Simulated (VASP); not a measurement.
# Mg2BeS3 (I4mm) in VASP: single point with PBE

Aim: the single point of Mg2BeS3 with PBE.

Program: VASP 6.6.1. These are calculated values, not measurements. Logs are shortened: lines on timing, memory, paths and dates and some standing lists are left out, and cuts for length are marked.

### 1 The cell of the first run

The structure is tetragonal, space group I4mm (No. 107). The conventional cell has a = 5.046 Å, b = 5.046 Å, c = 9.593 Å, α = 90.00°, β = 90.00°, γ = 90.00°. Within 3.4 Å of Mg (site symmetry 2mm) lie 4 S at 2.39 to 2.53 Å and 2 Be at 3.32 Å. Within 2.7 Å of Be (site symmetry 4mm) lie 5 S at 2.02 to 2.54 Å. S (site symmetry 4mm) has 1 Be at 2.02 Å and 4 Mg at 2.53 Å within 2.7 Å. S (site symmetry 2mm) has 2 Mg at 2.39 to 2.40 Å and 2 Be at 2.54 Å within 3.2 Å.

The cell was built from a structure type or drawn by symmetry, and may not be a known phase.

### 2 Single point, PBE

File INCAR:

```
PREC = Accurate
ENCUT = 600
EDIFF = 1E-6
ISMEAR = 0
SIGMA = 0.15
LREAL = F
LASPH = T
NELM = 120
ALGO = Normal
ISIF = 2
LWAVE = F
LCHARG = F
GGA = PE
NBANDS = 21
GGA_COMPAT = F
```

File KPOINTS:

```
regular mesh
0
Gamma
  3 3 3
```

File POSCAR:

```
Mg2BeS3
1.0
   -2.5228485654      2.5228485654      4.7966665249
    2.5228485654     -2.5228485654      4.7966665249
    2.5228485654      2.5228485654     -4.7966665249
Mg Be S
2 1 3
Direct
    0.2859460514      0.7859460514      0.5000000000
    0.7859460514      0.2859460514      0.5000000000
    0.5616120879      0.5616120879      0.0000000000
    0.7724764984      0.7724764984      0.0000000000
    0.5353407554      0.0353407554      0.5000000000
    0.0353407554      0.5353407554      0.5000000000
```

Potentials or basis: VASP PAW PBE potentials, release 64 (Mg, Be, S).

The run is started by

```bash
cat potpaw_PBE.64/Mg/POTCAR potpaw_PBE.64/Be/POTCAR potpaw_PBE.64/S/POTCAR > POTCAR
mpirun -np 1 vasp_std > vasp.out
```

OUTCAR:

```text
PREC = Accurate
   ENCUT = 600
   EDIFF = 1E-6
   ISMEAR = 0
   LREAL = F
   LASPH = T
   NELM = 120
   ISIF = 2
   GGA = PE

 ion  position               nearest neighbor table
   1  0.286  0.786  0.500-   5 2.39   6 2.40   4 2.53   4 2.53   2 3.57   2 3.57   2 3.57   2 3.57

   2  0.786  0.286  0.500-   6 2.39   5 2.40   4 2.53   4 2.53   1 3.57   1 3.57   1 3.57   1 3.57

   3  0.562  0.562  0.000-   4 2.02   5 2.54   6 2.54   5 2.54   6 2.54
   4  0.772  0.772  0.000-   3 2.02   2 2.53   1 2.53   1 2.53   2 2.53
   5  0.535  0.035  0.500-   1 2.39   2 2.40   3 2.54   3 2.54
   6  0.035  0.535  0.500-   2 2.39   1 2.40   3 2.54   3 2.54

  LATTYP: Found a body centered tetragonal cell.
 ALAT       =     5.0456971308
 C/A-ratio  =     1.9012899112

  Lattice vectors:

 A1 = (  -2.5228485654,   2.5228485654,   4.7966665249)
 A2 = (   2.5228485654,  -2.5228485654,   4.7966665249)
 A3 = (   2.5228485654,   2.5228485654,  -4.7966665249)

Analysis of symmetry for initial positions (statically):
=====================================================================
 Subroutine PRICEL returns:
 Original cell was already a primitive cell.

 Routine SETGRP: Setting up the symmetry group for a
 body centered tetragonal supercell.

 Subroutine GETGRP returns: Found  8 space group operations
 (whereof  8 operations were pure point group operations)
 out of a pool of 16 trial point group operations.

The static configuration has the point symmetry C_4v.

Analysis of symmetry for dynamics (positions and initial velocities):
=====================================================================
 Subroutine PRICEL returns:
 Original cell was already a primitive cell.

 Routine SETGRP: Setting up the symmetry group for a
 body centered tetragonal supercell.

 Subroutine GETGRP returns: Found  8 space group operations
 (whereof  8 operations were pure point group operations)
 out of a pool of 16 trial point group operations.

The dynamic configuration has the point symmetry C_4v.

 Subroutine INISYM returns: Found  8 space group operations
 (whereof  8 operations are pure point group operations),
 and found     1 'primitive' translations

----------------------------------------------------------------------------------------

                                     Primitive cell

  volume of cell :     122.1186

  direct lattice vectors                    reciprocal lattice vectors
    -2.522848565  2.522848565  4.796666525     0.000000000  0.198188669  0.104239058
     2.522848565 -2.522848565  4.796666525     0.198188669  0.000000000  0.104239058
     2.522848565  2.522848565 -4.796666525     0.198188669  0.198188669  0.000000000

  length of vectors
     5.978088283  5.978088283  5.978088283     0.223929743  0.223929743  0.280281104

  position of ions in fractional coordinates (direct lattice)
     0.285946051  0.785946051  0.500000000
     0.785946051  0.285946051  0.500000000
     0.561612088  0.561612088  0.000000000
     0.772476498  0.772476498  0.000000000
     0.535340755  0.035340755  0.500000000
     0.035340755  0.535340755  0.500000000

  ion indices of the primitive-cell ions
   primitive index   ion index
                 1           1
                 2           2
                 3           3
                 4           4
                 5           5
                 6           6

----------------------------------------------------------------------------------------

 KPOINTS: regular mesh

Automatic generation of k-mesh.
 Grid dimensions read from file:
 generate k-points for:    3    3    3

 Generating k-lattice:

  Cartesian coordinates                     Fractional coordinates (reciprocal lattice)
     0.000000000  0.066062890  0.034746353     0.333333333  0.000000000 -0.000000000
     0.066062890  0.000000000  0.034746353     0.000000000  0.333333333 -0.000000000
     0.066062890  0.066062890  0.000000000     0.000000000  0.000000000  0.333333333

  Length of vectors
     0.074643248  0.074643248  0.093427035

  Shift w.r.t. Gamma in fractional coordinates (k-lattice)
     0.000000000  0.000000000  0.000000000

 Subroutine IBZKPT returns following result:
 ===========================================

 Found      6 irreducible k-points:

 Following reciprocal coordinates:
            Coordinates               Weight
  0.000000  0.000000  0.000000      1.000000
  0.333333  0.000000  0.000000      8.000000
  0.333333  0.333333  0.000000      8.000000
 -0.333333  0.333333  0.000000      4.000000
 -0.333333  0.333333  0.333333      4.000000
 -0.333333 -0.333333  0.333333      2.000000
   k-points           NKPTS =      6   k-points in BZ     NKDIM =      6   number of bands    NBANDS=     21
   number of dos      NEDOS =    301   number of ions     NIONS =      6
   total plane-waves  NPLWV = 110592
   dimension x,y,z NGX =    48 NGY =   48 NGZ =   48
   dimension x,y,z NGXF=    96 NGYF=   96 NGZF=   96
   ions per type =               2   1   3
   NGX,Y,Z   is equivalent  to a cutoff of  13.35, 13.35, 13.35 a.u.
   NGXF,Y,Z  is equivalent  to a cutoff of  26.70, 26.70, 26.70 a.u.
 SYSTEM =  unknown system
   PREC   = accura    normal or accurate (medium, high low for compatibility)
   ISTART =      0    job   : 0-new  1-cont  2-samecut
   ICHARG =      2    charge: 1-file 2-atom 10-const
   ISPIN  =      1    spin polarized calculation?
   LNONCOLLINEAR =      F non collinear calculations
   LSORBIT =      F    spin-orbit coupling
   LASPH  =      T    aspherical Exc in radial PAW
   ENCUT  =  600.0 eV  44.10 Ry    6.64 a.u.  11.94 11.94 11.94*2*pi/ulx,y,z
   NELM   =    120;   NELMIN=  2; NELMDL= -5     # of ELM steps
   EDIFF  = 0.1E-05   stopping-criterion for ELM
   LREAL  =      F    real-space projection
   EDIFFG = 0.1E-04   stopping-criterion for IOM
   NSW    =      0    number of steps for IOM
   IBRION =     -1    ionic relax: 0-MD 1-quasi-New 2-CG
   NFREE  =      0    steps in history (QN), initial steepest desc. (CG)
   ISIF   =      2    stress and relaxation
   ISYM   =      2    0-nonsym 1-usesym 2-fastsym
   POTIM  = 0.5000    time-step for ionic-motion
   TEBEG  =    0.0;   TEEND  =   0.0 temperature during run
   PSTRESS=    0.0 pullay stress
   NELECT =      24.0000    total number of electrons
   NUPDOWN=      -1.0000    fix difference up-down
   EMIN   =  10.00;   EMAX   =-10.00  energy-range for DOS
   EFERMI =   0.00;   METHOD = LEGACY
   ISMEAR =     0;   SIGMA  =   0.15  broadening in eV -4-tet -1-fermi 0-gaus
   EFERMI_NEDOS =   21; number of points for ismear=-14 and -15
   IALGO  =     38    algorithm
   IMIX   =      4    mixing-type and parameters
     AMIX     =   0.40;   BMIX     =  1.00
     AMIX_MAG =   1.60;   BMIX_MAG =  1.00
  volume/ion in A,a.u.               =      20.35       137.35
  Fermi-wavevector in a.u.,A,eV,Ry     =   0.951812  1.798664 12.326151  0.905947
  Thomas-Fermi vector in A             =   2.080317
   LORBIT       =      0    0 simple, 1 ext, 2 COOP (PROOUT), +10 PAW based schemes
   GGA     = PE    functional components
   LHFCALC =     F    Hartree Fock is set to
   AEXX    =    0.0000 exact exchange contribution
   IVDW    =     0    specifies the selected vdW correction
   LEPSILON=     F    determine dielectric tensor
   LRPA    =     F    only Hartree local field effects (RPA)
 non-spin polarized calculation
 Gauss-broadening in eV      SIGMA  =   0.15
  energy-cutoff  :      600.00
  volume of cell :      122.12
 maximum number of plane-waves:      4092
   NGX = 23   NGY = 23   NGZ = 23

 number of electron      23.9999999 magnetization

 Free energy of the ion-electron system (eV)
  ---------------------------------------------------
  ext. energy  EPLUGINS =         0.00000000
  ---------------------------------------------------
  free energy    TOTEN  =       -22.74778758 eV

  energy without entropy =      -22.73341179  energy(sigma->0) =      -22.74059969

 E-fermi :   3.3392     XC(G=0):  -8.7303

 val. band max:        3.1997960137   @ k =   0.3333   0.3333   0.0000
 cond. band min:       3.9690347258   @ k =  -0.3333  -0.3333   0.3333
 fundamental gap:      0.7692387121
 Fermi energy:         3.3391618310

 k-point     1 :       0.0000    0.0000    0.0000
  band No.  band energies     occupation
      1     -10.3915      2.00000
      2      -8.4566      2.00000
      3      -8.0149      2.00000
      4      -1.7033      2.00000
      5      -1.0451      2.00000
      6      -1.0451      2.00000
      7      -0.1135      2.00000
      8       0.0806      2.00000
      9       0.0806      2.00000
     10       1.1483      2.00000
     11       2.7535      2.00000
     12       2.7535      2.00000
     13       2.8729      1.99999
     14       4.9240      0.00000
     15       7.9608      0.00000
     16       8.0869      0.00000
     17       8.0869      0.00000
     18       9.0820      0.00000
     19       9.1462      0.00000
     20      10.6748      0.00000
     21      10.6748      0.00000

 k-point     2 :       0.3333    0.0000    0.0000
  band No.  band energies     occupation
      1     -10.1328      2.00000
      2      -8.5842      2.00000
      3      -8.2918      2.00000
      4      -1.8921      2.00000
      5      -1.3345      2.00000
      6      -1.1509      2.00000
      7      -0.3415      2.00000
      8       0.5593      2.00000
      9       0.8341      2.00000
     10       1.4373      2.00000
     11       2.0900      2.00000
     12       2.2464      2.00000
     13       4.3866      0.00000
     14       5.8827      0.00000
     15       6.6198      0.00000
     16       6.9007      0.00000
     17       8.2756      0.00000
     18       9.1908      0.00000
     19       9.9026      0.00000
     20      10.0417      0.00000
     21      11.0461      0.00000

 k-point     3 :       0.3333    0.3333    0.0000
  band No.  band energies     occupation
      1      -9.9098      2.00000
      2      -8.6291      2.00000
      3      -8.5087      2.00000
      4      -2.2856      2.00000
      5      -1.6614      2.00000
      6      -1.3135      2.00000
      7       0.0855      2.00000
      8       0.6783      2.00000
      9       1.0096      2.00000
     10       1.4827      2.00000
     11       1.9055      2.00000
     12       3.1998      1.81114
     13       4.1967      0.00000
     14       6.2237      0.00000
     15       7.0967      0.00000
     16       7.4704      0.00000
     17       8.3276      0.00000
     18       8.4288      0.00000
     19       9.5855      0.00000
     20       9.7604      0.00000
     21      10.2353      0.00000

 k-point     4 :      -0.3333    0.3333    0.0000
  band No.  band energies     occupation
      1      -9.9989      2.00000
      2      -8.5887      2.00000
      3      -8.4011      2.00000
      4      -2.0825      2.00000
      5      -2.0520      2.00000
      6      -0.9201      2.00000
      7      -0.4215      2.00000
      8       0.5279      2.00000
      9       1.2428      2.00000
     10       1.5485      2.00000
     11       1.8835      2.00000
     12       3.1753      1.87773
     13       4.3969      0.00000
     14       5.7705      0.00000
     15       6.2426      0.00000
     16       7.8687      0.00000
     17       9.1177      0.00000
     18       9.2767      0.00000
     19       9.4916      0.00000
     20       9.7218      0.00000
     21      10.3196      0.00000

 k-point     5 :      -0.3333    0.3333    0.3333
  band No.  band energies     occupation
      1      -9.9695      2.00000
      2      -8.7742      2.00000
      3      -8.3694      2.00000
      4      -2.0919      2.00000
      5      -1.3694      2.00000
      6      -0.9350      2.00000
      7       0.2120      2.00000
      8       0.4044      2.00000
      9       1.0354      2.00000
     10       1.1165      2.00000
     11       2.1779      2.00000
     12       2.4098      2.00000
     13       4.4386      0.00000
     14       6.2556      0.00000
     15       6.8055      0.00000
     16       6.9277      0.00000
     17       8.3601      0.00000
     18       8.6008      0.00000
     19       8.7387      0.00000
     20       9.3063      0.00000
     21      10.5708      0.00000

 k-point     6 :      -0.3333   -0.3333    0.3333
  band No.  band energies     occupation
      1     -10.1403      2.00000
      2      -8.8211      2.00000
      3      -8.0941      2.00000
      4      -1.5095      2.00000
      5      -1.5095      2.00000
      6      -1.2609      2.00000
      7       0.0586      2.00000
      8       0.5190      2.00000
      9       0.9176      2.00000
     10       0.9176      2.00000
     11       2.7509      2.00000
     12       2.7509      2.00000
     13       3.9690      0.00000
     14       5.3649      0.00000
     15       6.7658      0.00000
     16       7.6606      0.00000
     17       7.6606      0.00000
     18       8.5173      0.00000
     19       9.4404      0.00000
     20       9.7130      0.00000
     21       9.7745      0.00000

------------------------ aborting loop because EDIFF is reached ----------------------------------------

  FORCE on cell =-STRESS in cart. coord.  units (eV):
  Direction    XX          YY          ZZ          XY          YZ          ZX
  --------------------------------------------------------------------------------------
  -------------------------------------------------------------------------------------
  Total       -0.0455842     -0.0455842      0.1553446      0.0000000      0.0000000      0.0000000
  in kB       -0.5980575     -0.5980575      2.0380973      0.0000000      0.0000000      0.0000000
  external PRESSURE =       0.2806608 kB  Pullay stress =       0.0000000 kB

 VOLUME and BASIS-vectors are now :
 -----------------------------------------------------------------------------
  energy-cutoff  :      600.00
  volume of cell :      122.12
      direct lattice vectors                 reciprocal lattice vectors
    -2.522848565  2.522848565  4.796666525     0.000000000  0.198188669  0.104239058
     2.522848565 -2.522848565  4.796666525     0.198188669  0.000000000  0.104239058
     2.522848565  2.522848565 -4.796666525     0.198188669  0.198188669  0.000000000

 POSITION                                       TOTAL-FORCE (eV/Angst)
 -----------------------------------------------------------------------------------
      2.52285      0.00000      2.74318        -0.000000      0.000000     -0.028036
      0.00000      2.52285      2.74318         0.000000     -0.000000     -0.028036
      0.00000      0.00000      5.38773         0.000000      0.000000      0.007179
      0.00000      0.00000      7.41062         0.000000      0.000000      0.001561
      0.00000      2.52285      0.33904         0.000000     -0.000000      0.023666
      2.52285      0.00000      0.33904        -0.000000      0.000000      0.023666
 -----------------------------------------------------------------------------------
    total drift:                                0.000000      0.000000     -0.000293

  FREE ENERGIE OF THE ION-ELECTRON SYSTEM (eV)
  ---------------------------------------------------
  free  energy   TOTEN  =       -22.7477875818 eV

  energy  without entropy=      -22.7334117929  energy(sigma->0) =      -22.74059969
```

Run time: 29 s. Hardware: 1 thread of Intel Xeon Platinum 8488C (Sapphire Rapids), shared host; peak memory 0.32 GiB.

Results:

```
Free energy            : -22.7478 eV
Pressure               : 0.0 GPa
Largest force          : 0.028 eV/Å
Band gap on the k mesh : zero (bands 12 and 13 overlap by 0.33 eV)
```

Forces in eV/Å, atoms in the order of the input:
```
Mg   0.000  0.000 -0.028
Mg   0.000  0.000 -0.028
Be   0.000  0.000  0.007
S    0.000  0.000  0.002
S    0.000  0.000  0.024
S    0.000  0.000  0.024
```

Caveat: the k points lie up to 0.47 Å⁻¹ apart; semilocal functionals underestimate gaps, so a narrow gap can read as zero.
